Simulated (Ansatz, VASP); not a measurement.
# NbAl7N8: VASP beside Ansatz

File INCAR:

```
PREC = Accurate
ENCUT = 520
EDIFF = 1E-6
ISMEAR = 0
SIGMA = 0.05
LREAL = Auto
LASPH = True
NELM = 150
ALGO = Normal
ISIF = 2
LWAVE = False
LCHARG = False
ISPIN = 2
MAGMOM = 0.72 0.01 0.01 0.01 0.01 0.01 0.01 0 0.02 0.01 0.01 0.01 0.03 0.03 0.03 0
LORBIT = 11
LMAXMIX = 4
GGA = PS
NBANDS = 55
```

File KPOINTS:

```
Automatic mesh
0
Gamma
  3 3 4
```

The input POSCAR:

```
NbAl7N8
1.0
    6.2200009000      0.0000000000      0.0000000000
   -3.1100004000      5.3866788000      0.0000000000
    0.0000000000      0.0000000000      4.9800000000
Nb Al N
1 7 8
Direct
    0.3338417743      0.1666276143      0.9651237301
    0.3342406972      0.6668325378      0.0049829633
    0.8337097530      0.1663245265      0.0050034951
    0.8336936286      0.6668201850      0.0050110067
    0.1637037653      0.3368497293      0.4970635264
    0.1636873568      0.8262611323      0.4970751282
    0.6742438362      0.3368391606      0.4970901299
    0.6672381422      0.8333371740      0.5015561599
    0.3338759008      0.1666459026      0.4321118678
    0.3365163943      0.6679721355      0.3802378052
    0.8325784308      0.1640550719      0.3802522820
    0.8325734744      0.6679534474      0.3802579307
    0.1519303112      0.3486090891      0.8740846827
    0.1519190416      0.8027449092      0.8741002976
    0.6977341548      0.3485889324      0.8741258016
    0.6672264891      0.8333369640      0.8824691579
```

Input for Ansatz:

```yaml
crystal:
  lattice:
    - [6.2200009, 0.0, 0.0]
    - [-3.1100004, 5.3866788, 0.0]
    - [0.0, 0.0, 4.98]
  atoms:
    - { symbol: Nb, position: [0.3338417743, 0.1666276143, 0.9651237301], spin: 2.0 }
    - { symbol: Al, position: [0.3342406972, 0.6668325378, 0.0049829633] }
    - { symbol: Al, position: [0.833709753, 0.1663245265, 0.0050034951] }
    - { symbol: Al, position: [0.8336936286, 0.666820185, 0.0050110067] }
    - { symbol: Al, position: [0.1637037653, 0.3368497293, 0.4970635264] }
    - { symbol: Al, position: [0.1636873568, 0.8262611323, 0.4970751282] }
    - { symbol: Al, position: [0.6742438362, 0.3368391606, 0.4970901299] }
    - { symbol: Al, position: [0.6672381422, 0.833337174, 0.5015561599] }
    - { symbol: "N", position: [0.3338759008, 0.1666459026, 0.4321118678] }
    - { symbol: "N", position: [0.3365163943, 0.6679721355, 0.3802378052] }
    - { symbol: "N", position: [0.8325784308, 0.1640550719, 0.380252282] }
    - { symbol: "N", position: [0.8325734744, 0.6679534474, 0.3802579307] }
    - { symbol: "N", position: [0.1519303112, 0.3486090891, 0.8740846827] }
    - { symbol: "N", position: [0.1519190416, 0.8027449092, 0.8741002976] }
    - { symbol: "N", position: [0.6977341548, 0.3485889324, 0.8741258016] }
    - { symbol: "N", position: [0.6672264891, 0.833336964, 0.8824691579] }
basis:
  ecutwfc: 420
  ecutrho_ratio: 4
kpoints:
  mp_grid: { grid: [3, 3, 4] }
hamiltonian:
  xc: pbesol
  hubbard:
    sites:
      - { site: 0, l: d, u_eff: 0.0, starting_ns: [{ spin: up, occupation_matrix: s0up }, { spin: down, occupation_matrix: s0down }] }
    occupation_matrices:
      s0up:
        matrix:
          - [0.97, 0.0, 0.0, 0.0, 0.0]
          - [0.0, 0.02, 0.0, 0.0, 0.0]
          - [0.0, 0.0, 0.02, 0.0, 0.0]
          - [0.0, 0.0, 0.0, 0.97, 0.0]
          - [0.0, 0.0, 0.0, 0.0, 0.02]
      s0down:
        matrix:
          - [0.02, 0.0, 0.0, 0.0, 0.0]
          - [0.0, 0.02, 0.0, 0.0, 0.0]
          - [0.0, 0.0, 0.02, 0.0, 0.0]
          - [0.0, 0.0, 0.0, 0.02, 0.0]
          - [0.0, 0.0, 0.0, 0.0, 0.02]
    ns_hold: until_converged
scf:
  occupations: { method: gaussian, width: 0.05 }
  lower_state_search: "off"
  max_iter: 150
output:
  forces: true
  stress: true
  eigenvalues: true
  populations: true
  hubbard: { sites: [{ site: 0, l: d }] }
  write_density: true
  write_potential: true
  elf: true
  volumetric_format: npy
magnetization:
  spin_polarized: true
```

Alike in both runs: task single point; functional PBEsol; k mesh 3 × 3 × 4; occupations gaussian, width 0.05 eV; collinear spin.

```csv
,VASP,Ansatz
version,VASP 6.6.1,Ansatz 0.2.0
potentials or method,"VASP PAW PBE potentials, release 64 (Nb_sv, Al, N), cutoff 520 eV","scalar-relativistic, plane waves, PAW"
valence electrons in the cell,74,74
```

Ansatz gave:

| Quantity | Value |
| --- | --- |
| gap on the k mesh at the Fermi level (eV) | none |
| pressure (GPa) | 10.0 |
| traceless stress, the component that is largest in VASP (GPa) | -4.12 |
| rms of the force components (eV/Å) | 0.106 |
| net moment per atom (μB) | 0.12 |
| size of the moment on the site where the two differ most (μB) | 0.65 |

Task: Estimate VASP's values.

Result: gap on the k mesh at the Fermi level (eV): none; pressure (GPa): 10.0; traceless stress, the component that is largest in VASP (GPa): -4.09; rms of the force components (eV/Å): 0.112; net moment per atom (μB): 0.12; size of the moment on the site where the two differ most (μB): 1.12.

VASP's potentials were made for PBE, not for PBEsol. Site moments also hang on the region over which each program counts them. Atom by atom the forces differ by 0.007 eV/Å (rms over components). A gap of «none» marks a metal or a gap that the smearing closes. Ansatz's warnings: specified occupation not kept.

The k mesh is coarse, so the values compare programs but aren't converged.
